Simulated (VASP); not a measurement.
Here is a VASP 6.6.1 calculation.

POSCAR

```
As
1.0
    2.7215874433      0.0000000000      0.0000000000
    0.0000000000      2.7215874433      0.0000000000
    0.0000000000      0.0000000000      2.7215874433
As
1
Direct
    0.5000000000      0.5000000000      0.5000000000
```

File INCAR.step1:

```
SYSTEM = As
PREC     = Accurate       ! precision mode
ENCUT    = 520            ! plane-wave cutoff, eV
EDIFF    = 1E-5           ! SCF threshold, eV
ISMEAR   = -1             ! smearing method
SIGMA    = 0.05           ! smearing width, eV
LREAL    = .FALSE.        ! projectors in reciprocal space
LASPH    = .TRUE.         ! aspherical terms in the spheres
NELM     = 80             ! most SCF steps
ALGO     = Normal         ! electronic algorithm
ISIF     = 2              ! what is computed and relaxed
LWAVE    = .TRUE.         ! write WAVECAR
GGA      = PE             ! functional
NBANDS   = 8              ! bands
```

File INCAR.step2:

```
SYSTEM = As
PREC     = Accurate       ! precision mode
ENCUT    = 520            ! plane-wave cutoff, eV
EDIFF    = 1E-7           ! SCF threshold, eV
ISMEAR   = -1             ! smearing method
SIGMA    = 0.05           ! smearing width, eV
LREAL    = .FALSE.        ! projectors in reciprocal space
LASPH    = .TRUE.         ! aspherical terms in the spheres
NELM     = 80             ! most SCF steps
ALGO     = Normal         ! electronic algorithm
ISIF     = 2              ! what is computed and relaxed
LWAVE    = .FALSE.        ! write WAVECAR
LCHARG   = .TRUE.         ! write CHGCAR
GGA      = PE             ! functional
LHFCALC  = .TRUE.         ! exact exchange
HFSCREEN = 0.2079         ! screening, 1/A
PRECFOCK = Normal       
LELF     = .TRUE.         ! ELF
LVHAR    = .TRUE.       
ISTART   = 1            
NBANDS   = 8              ! bands
```

File KPOINTS:

```
Automatic mesh
0
G
  6 6 6
  0 0 0
```

Potentials or basis: VASP PAW PBE potentials, release 64 (As).

Run with:

```bash
$ cat potpaw_PBE.64/As/POTCAR > POTCAR
$ cp INCAR.step1 INCAR
$ mpirun -np 1 vasp_std > vasp.out
$ cp INCAR.step2 INCAR
$ mpirun -np 1 vasp_std > vasp.out
```

Task: Estimate the pressure.

Result: -2.8 GPa.

Task: Predict the band gap on the k mesh.

Result: Zero (an odd number of electrons rules out a gap without spin polarisation).

Caveat: the k points lie up to 0.38 Å⁻¹ apart, too coarse for converged energies and pressures of a metal; the PAW data sets were made with another functional, which shifts forces and pressure a little.
